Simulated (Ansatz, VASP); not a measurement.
# Two plane-wave programs on H2Se

```
H Se
1.0
     2.66216    0.00000    0.00000
    -1.33108    2.30550    0.00000
     0.00000    0.00000    6.23911
H Se
2 1
Direct
  0.33333 0.66667 0.50000
  0.66667 0.33333 0.50000
  0.00000 0.00000 0.00000
```

Alike in both runs: functional PBE; k mesh 6 × 6 × 4; occupations gaussian, width 0.1 eV; no spin polarisation.

Ansatz relaxed the structure, and its values are those at the end. VASP's run is a single point on that final structure, the one shown.

|  | VASP | Ansatz |
| --- | --- | --- |
| version | VASP 6.6.1 | Ansatz 0.2.0 |
| potentials or method | VASP PAW PBE potentials, release 64 (H, Se), cutoff 520 eV | scalar-relativistic, plane waves, PAW |
| valence electrons in the cell | 8 | 18 |

```csv
,VASP,Ansatz,Ansatz less VASP
gap on the k mesh at the Fermi level (eV),none,none,-
pressure (GPa),0.1,0.1,+0.02
```

A gap of «none» marks a metal or a gap that the smearing closes. With one functional, cell and mesh, what is left measures potentials, basis and numerics. VASP's potentials hold 8 valence electrons a cell and Ansatz's 18, so a difference there can come from the potentials and not from the codes.

The k mesh is coarse, so the values compare programs but aren't converged.
